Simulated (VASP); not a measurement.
A run of VASP 6.6.1 is set up as follows.

File INCAR:

```
SYSTEM = NaI
ALGO     = Normal         ! electronic algorithm
EDIFF    = 1E-6           ! SCF threshold, eV
ENCUT    = 520            ! plane-wave cutoff, eV
ISIF     = 2              ! what is computed and relaxed
ISMEAR   = -1             ! smearing method
LASPH    = .TRUE.         ! aspherical terms in the spheres
LCHARG   = .FALSE.        ! write CHGCAR
LREAL    = .FALSE.        ! projectors in reciprocal space
LWAVE    = .FALSE.        ! write WAVECAR
NBANDS   = 22             ! bands
NELM     = 60             ! most SCF steps
PREC     = Accurate       ! precision mode
SIGMA    = 0.1            ! smearing width, eV
```

KPOINTS

```
k-points
0
G
  4 6 4
  0 0 0
```

File POSCAR:

```
NaI
1.0
    4.6222090000      0.0000000000      0.0000000000
    0.0000000000      4.2697020000      0.0000000000
    0.0000000000      0.0000000000      7.7983840000
Na I
2 2
Direct
    0.2500000000      0.5000000000      0.2750310000
    0.7500000000      0.5000000000      0.7249690000
    0.2500000000      0.0000000000      0.7424270000
    0.7500000000      0.0000000000      0.2575730000
```

Potentials or basis: VASP PAW LDA potentials, release 64 (Na_pv, I).

Command:

```sh
$ cat potpaw_LDA.64/Na_pv/POTCAR potpaw_LDA.64/I/POTCAR > POTCAR
$ mpirun -np 1 vasp_std > vasp.out
```

Predict the band gap on the k mesh.

2.47 eV (least direct gap 2.69 eV).

Predict the largest force.

0.043 eV/Å.

Stress tensor (GPa, compression positive):
```
-1.74  0.00  0.00
 0.00 -1.73  0.00
 0.00  0.00 -0.91
```

Caveat: spin-orbit coupling is left out, which moves the levels of the heavy elements. A k mesh can miss the band edges.
